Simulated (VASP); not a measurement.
# PbO in VASP: further runs

The runs below take PbO through single point, with PBE+D3(BJ).

Program: VASP 6.6.1. These are calculated values, not measurements. Logs are shortened: lines on timing, memory, paths and dates and some standing lists are left out, and cuts for length are marked.

### 1 The cell of the first run

The cell holds a slab with vacuum, 4 atoms: a = 4.226 Å, b = 4.226 Å, c = 30.749 Å, α = 90.00°, β = 90.00°, γ = 90.00°.

### 2 Single point, PBE+D3(BJ)

Contents of INCAR:

```
SYSTEM = PbO
PREC = Accurate
ENCUT = 520
EDIFF = 1E-6
ISMEAR = 0
SIGMA = 0.02
LREAL = .FALSE.
LASPH = .TRUE.
NELM = 80
ALGO = Normal
ISIF = 2
LWAVE = .FALSE.
LCHARG = .FALSE.
LDIPOL = .TRUE.
IDIPOL = 3
DIPOL = 0.5 0.5 0.500
GGA = PE
IVDW = 12
NBANDS = 28
```

Contents of KPOINTS:

```
regular mesh
0
G
  6 6 1
  0 0 0
```

Contents of POSCAR:

```
PbO
1.0
    4.2260000000      0.0000000000      0.0000000000
    0.0000000000      4.2260000000      0.0000000000
    0.0000000000      0.0000000000     30.7493267952
Pb O
2 2
Direct
    0.5000000000      0.0000000000      0.4593974851
    0.0000000000      0.5000000000      0.5406025149
    0.0000000000      0.0000000000      0.5000000000
    0.5000000000      0.5000000000      0.5000000000
```

Potentials or basis: VASP PAW PBE potentials, release 64 (Pb_d, O).

Command:

```console
$ cat potpaw_PBE.64/Pb_d/POTCAR potpaw_PBE.64/O/POTCAR > POTCAR
$ mpirun -np 1 vasp_std > vasp.out
```

OUTCAR:

```text
SYSTEM = PbO
   PREC = Accurate
   ENCUT = 520
   EDIFF = 1E-6
   ISMEAR = 0
   LREAL = .FALSE.
   LASPH = .TRUE.
   NELM = 80
   ISIF = 2
   GGA = PE
   IVDW = 12
 IVDW          = 12

 ion  position               nearest neighbor table
   1  0.500  0.000  0.459-   3 2.45   4 2.45   4 2.45   3 2.45   2 3.89   2 3.89   2 3.89   2 3.89

   2  0.000  0.500  0.541-   3 2.45   4 2.45   3 2.45   4 2.45   1 3.89   1 3.89   1 3.89   1 3.89

   3  0.000  0.000  0.500-   1 2.45   2 2.45   2 2.45   1 2.45
   4  0.500  0.500  0.500-   1 2.45   2 2.45   1 2.45   2 2.45

  LATTYP: Found a simple tetragonal cell.
 ALAT       =     4.2260000000
 C/A-ratio  =     7.2762249870

  Lattice vectors:

 A1 = (   4.2260000000,   0.0000000000,   0.0000000000)
 A2 = (   0.0000000000,   4.2260000000,   0.0000000000)
 A3 = (   0.0000000000,   0.0000000000,  30.7493267952)

Analysis of symmetry for initial positions (statically):
=====================================================================
 Subroutine PRICEL returns:
 Original cell was already a primitive cell.

 Routine SETGRP: Setting up the symmetry group for a
 simple tetragonal supercell.

 Subroutine GETGRP returns: Found 16 space group operations
 (whereof  8 operations were pure point group operations)
 out of a pool of 16 trial point group operations.

The static configuration has the point symmetry D_2d.
 The point group associated with its full space group is D_4h.

Analysis of symmetry for dynamics (positions and initial velocities):
=====================================================================
 Subroutine PRICEL returns:
 Original cell was already a primitive cell.

 Routine SETGRP: Setting up the symmetry group for a
 simple tetragonal supercell.

 Subroutine GETGRP returns: Found 16 space group operations
 (whereof  8 operations were pure point group operations)
 out of a pool of 16 trial point group operations.

The dynamic configuration has the point symmetry D_2d.
 The point group associated with its full space group is D_4h.

 Subroutine INISYM returns: Found 16 space group operations
 (whereof  8 operations are pure point group operations),
 and found     1 'primitive' translations

----------------------------------------------------------------------------------------

                                     Primitive cell

  volume of cell :     549.1546

[... 83 lines left out ...]
   ISIF   =      2    stress and relaxation
   ISYM   =      2    0-nonsym 1-usesym 2-fastsym
   POTIM  = 0.5000    time-step for ionic-motion
   TEBEG  =    0.0;   TEEND  =   0.0 temperature during run
   PSTRESS=    0.0 pullay stress
   NELECT =      40.0000    total number of electrons
   NUPDOWN=      -1.0000    fix difference up-down
   EMIN   =  10.00;   EMAX   =-10.00  energy-range for DOS
   EFERMI =   0.00;   METHOD = LEGACY
   ISMEAR =     0;   SIGMA  =   0.02  broadening in eV -4-tet -1-fermi 0-gaus
   EFERMI_NEDOS =   21; number of points for ismear=-14 and -15
   IALGO  =     38    algorithm
   IMIX   =      4    mixing-type and parameters
     AMIX     =   0.40;   BMIX     =  1.00
     AMIX_MAG =   1.60;   BMIX_MAG =  1.00
  volume/ion in A,a.u.               =     137.29       926.47
  Fermi-wavevector in a.u.,A,eV,Ry     =   0.683696  1.291999  6.359918  0.467441
  Thomas-Fermi vector in A             =   1.763135
   LORBIT       =      0    0 simple, 1 ext, 2 COOP (PROOUT), +10 PAW based schemes
   GGA     = PE    functional components
   LHFCALC =     F    Hartree Fock is set to
   AEXX    =    0.0000 exact exchange contribution
   IVDW    =    12    specifies the selected vdW correction
   LEPSILON=     F    determine dielectric tensor
   LRPA    =     F    only Hartree local field effects (RPA)
 non-spin polarized calculation
 Gauss-broadening in eV      SIGMA  =   0.02
  energy-cutoff  :      520.00
  volume of cell :      549.15
 maximum number of plane-waves:     14848
 NGX is ok and might be reduce to    32
   NGX = 15   NGY = 15   NGZ =115

 dipolmoment           0.000000      0.000000      0.000000 electrons x Angstroem

 number of electron      39.9999996 magnetization

 dipolmoment           0.000000      0.000000     -0.000000 electrons x Angstroem

 Free energy of the ion-electron system (eV)
  ---------------------------------------------------
  ext. energy  EPLUGINS =         0.00000000
  ---------------------------------------------------
  free energy    TOTEN  =       -21.19816659 eV

  energy without entropy =      -21.19816659  energy(sigma->0) =      -21.19816659

 E-fermi :  -2.8942     XC(G=0):  -1.9358

 val. band max:       -3.0134091142   @ k =   0.0000   0.0000   0.0000
 cond. band min:      -0.7657197998   @ k =   0.0000   0.0000   0.0000
 fundamental gap:      2.2476893143
 Fermi energy:        -2.8941876192

 k-point     1 :       0.0000    0.0000    0.0000
  band No.  band energies     occupation
      1     -19.6649      2.00000
      2     -19.5995      2.00000
      3     -18.5655      2.00000
      4     -18.5655      2.00000
      5     -18.5510      2.00000
      6     -18.5265      2.00000
[... 299 lines left out ...]
     27       3.4187      0.00000
     28       3.4187      0.00000

------------------------ aborting loop because EDIFF is reached ----------------------------------------

 vacuum level on the upper side and lower side of the slab       (xc-potential included)        -0.006        -0.006

 Edisp (eV)   -0.50321

 E8    (eV) :    -0.2403

  FORCE on cell =-STRESS in cart. coord.  units (eV):
  Direction    XX          YY          ZZ          XY          YZ          ZX
  --------------------------------------------------------------------------------------
  -------------------------------------------------------------------------------------
  Total      -4.19349    -4.19349    -3.25364     0.00000     0.00000     0.00000
  in kB     -12.23466   -12.23466    -9.49261     0.00000     0.00000     0.00000
  external pressure =      -11.32 kB  Pullay stress =        0.00 kB

 VOLUME and BASIS-vectors are now :
 -----------------------------------------------------------------------------
  energy-cutoff  :      520.00
  volume of cell :      549.15
      direct lattice vectors                 reciprocal lattice vectors
     4.226000000  0.000000000  0.000000000     0.236630383  0.000000000  0.000000000
     0.000000000  4.226000000  0.000000000     0.000000000  0.236630383  0.000000000
     0.000000000  0.000000000 30.749326795     0.000000000  0.000000000  0.032521037

 POSITION                                       TOTAL-FORCE (eV/Angst)
 -----------------------------------------------------------------------------------
      2.11300      0.00000     14.12616        -0.000000     -0.000000      1.273533
      0.00000      2.11300     16.62316         0.000000     -0.000000     -1.273533
      0.00000      0.00000     15.37466        -0.000000     -0.000000      0.000000
      2.11300      2.11300     15.37466        -0.000000      0.000000      0.000000
 -----------------------------------------------------------------------------------
    total drift:                                0.000000      0.000000      0.000000

  FREE ENERGIE OF THE ION-ELECTRON SYSTEM (eV)
  ---------------------------------------------------
  free  energy   TOTEN  =       -21.7013719412 eV

  energy  without entropy=      -21.7013719412  energy(sigma->0) =      -21.70137194

 vacuum level on the upper side and lower side of the slab         1.263         1.263
```

stdout:

```text
POSCAR found type information on POSCAR PbO
 POSCAR found :  2 types and       4 ions
 scaLAPACK will be used
 LDA part: xc-table for (Slater+PW92), standard interpolation
 POSCAR, INCAR and KPOINTS ok, starting setup
 FFT: planning ... GRIDC
 FFT: planning ... GRID_SOFT
 FFT: planning ... GRID
 WAVECAR not read
 entering main loop
```

Wall time 2.4 min (1 thread of Intel Xeon 6975P-C (Granite Rapids), shared host); peak memory 0.6 GiB.

Results:

```
Free energy                : -21.7014 eV
Largest force              : 1.274 eV/Å
Band gap on the k mesh     : 2.25 eV
Dispersion energy per atom : -0.126 eV
```

Forces on the atoms (eV/Å):
```
Pb   0.000  0.000  1.274
Pb   0.000  0.000 -1.274
O    0.000  0.000  0.000
O    0.000  0.000  0.000
```

Caveat: spin-orbit coupling is left out, which moves the levels of the heavy elements.

### 3 Single point, PBE+D3(BJ)

Contents of INCAR:

```
SYSTEM = PbO
PREC = Accurate ; ENCUT = 520
EDIFF = 1E-6 ; ISMEAR = 0
SIGMA = 0.02 ; LREAL = .False.
LASPH = .True. ; NELM = 100
ALGO = Normal ; ISIF = 2
LWAVE = .False. ; LCHARG = .False.
LDIPOL = .True. ; IDIPOL = 3
DIPOL = 0.5 0.5 0.500 ; GGA = PE
IVDW = 12 ; NBANDS = 28
```

Contents of KPOINTS:

```
Automatic mesh
0
Gamma
  6 6 1
  0 0 0
```

Changes to POSCAR since step 2:

```diff
@@ -8,4 +8,4 @@
 Direct
-    0.5000000000      0.0000000000      0.4593974851
-    0.0000000000      0.5000000000      0.5406025149
+    0.5000000000      0.0000000000      0.4566657180
+    0.0000000000      0.5000000000      0.5433342820
     0.0000000000      0.0000000000      0.5000000000
```

Potentials or basis: VASP PAW PBE potentials, release 64 (Pb_d, O).

Command:

```console
$ cat potpaw_PBE.64/Pb_d/POTCAR potpaw_PBE.64/O/POTCAR > POTCAR
$ mpirun -np 1 vasp_std > vasp.out
```

It took 2.6 min on 1 thread of Intel Xeon 6975P-C (Granite Rapids), shared host; peak memory 0.58 GiB.

It converged, with:

```
Free energy                : -21.4134 eV
Largest force              : 2.277 eV/Å
Band gap on the k mesh     : 2.09 eV (least direct gap 2.28 eV)
Dispersion energy per atom : -0.133 eV
```

Forces in eV/Å, atoms in the order of the input:
```
Pb   0.000  0.000  2.277
Pb   0.000  0.000 -2.277
O    0.000  0.000  0.000
O    0.000  0.000  0.000
```

Levels at points of the mesh, in eV from the valence-band top:
| k point | band 17 | band 18 | band 19 | band 20 | band 21 | band 22 | band 23 | band 24 |
| --- | --- | --- | --- | --- | --- | --- | --- | --- |
| (0.00, 0.00, 0.00) | -0.76 | -0.49 | -0.49 | -0.19 | 2.09 | 2.30 | 4.01 | 4.09 |
| (0.50, 0.00, 0.00) | -1.59 | -1.59 | -0.69 | -0.69 | 2.88 | 2.88 | 4.15 | 4.15 |
| (0.50, 0.50, 0.00) | -1.46 | -1.46 | 0.00 | 0.00 | 2.55 | 2.55 | 4.41 | 4.41 |

Caveat: spin-orbit coupling is left out, which moves the levels of the heavy elements.
